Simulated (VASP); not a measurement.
Wanted: the native input for a VASP 6.6.1 run.

```yaml
Task: single point
Functional: PBE
Potentials_or_basis: VASP PAW PBE potentials, release 64 (Al, Ni)
Cutoff: 520 eV
k_mesh: 14 × 14 × 14
Occupations: gaussian, width 0.1 eV
Spin: collinear spin, ferromagnetic start
Starting_moments: "[0.0, 0.3, 0.3, 0.3] μB"
Dipole_correction: no
Further_INCAR_settings: ALGO = Normal; EDIFF = 1e-06; NBANDS = 28
```

The structure of AlNi3 lies in POSCAR:

```
AlNi3
1.0
    3.5310120760      0.0000000000      0.0000000000
    0.0000000000      3.5310120760      0.0000000000
    0.0000000000      0.0000000000      3.5310120760
Al Ni
1 3
Direct
    0.0000000000      0.0000000000      0.0000000000
    0.0000000000      0.5000000000      0.5000000000
    0.5000000000      0.0000000000      0.5000000000
    0.5000000000      0.5000000000      0.0000000000
```

This cell differs from its parent crystal: equal strain along all axes, cell held: -1.0 %.

These files were run (other wordings do the same):

INCAR

```
ALGO = Normal ; EDIFF = 1E-6
ENCUT = 520 ; GGA = PE
ISIF = 2 ; ISMEAR = 0
ISPIN = 2 ; LASPH = T
LCHARG = F ; LMAXMIX = 4
LORBIT = 11 ; LREAL = F
LWAVE = F ; MAGMOM = 0 0.3 0.3 0.3
NBANDS = 28 ; NELM = 150
PREC = Accurate ; SIGMA = 0.1
```

KPOINTS

```
k-points
0
Gamma
  14 14 14
```

Potentials or basis: VASP PAW PBE potentials, release 64 (Al, Ni).

The run is started by

```bash
$ cat potpaw_PBE.64/Al/POTCAR potpaw_PBE.64/Ni/POTCAR > POTCAR
$ mpirun -np 1 vasp_std > vasp.out
```

It gave:

```
Pressure                                              : 5.9 GPa
Net moment                                            : 0.70 μB per cell
Site moments                                          : Al -0.01; Ni +0.25 μB
Valence electrons inside the program's atomic spheres : Al 0.81; Ni 9.44
```

Caveat: the cell differs from its parent crystal (equal strain along all axes, cell held: -1.0 %).

Wall time 7.2 min on 1 thread of Oxide Virtual Turin-like Processor, on a shared host, peak memory 0.29 GiB.
